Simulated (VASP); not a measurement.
The system is SnO2.

```xyz
6
Lattice="4.7380 0.0000 0.0000 0.0000 4.7380 0.0000 0.0000 0.0000 3.1865" Properties=species:S:1:pos:R:3 pbc="T T T"
Sn    2.3690    2.3690    1.5933
Sn    0.0000    0.0000    0.0000
O     3.8240    0.9140    1.5933
O     3.2830    3.2830    0.0000
O     0.9140    3.8240    1.5933
O     1.4550    1.4550    0.0000
```

Program: VASP 6.6.1. Alike in all runs: task single point; potentials or basis VASP PAW PBE potentials, release 64 (Sn_d, O); no spin polarisation; cell as given; k mesh 6 × 6 × 8; cutoff (eV) 520; smearing fermi-dirac 0.05 eV.

Order these runs on this cell by their band gap on the k mesh, lowest first.
A. level r2SCAN
B. level PBEsol
C. level revPBE

B (1.18 eV), C (1.34 eV), A (1.99 eV).

Caveats: spin-orbit coupling is left out, which moves the levels of the heavy elements.
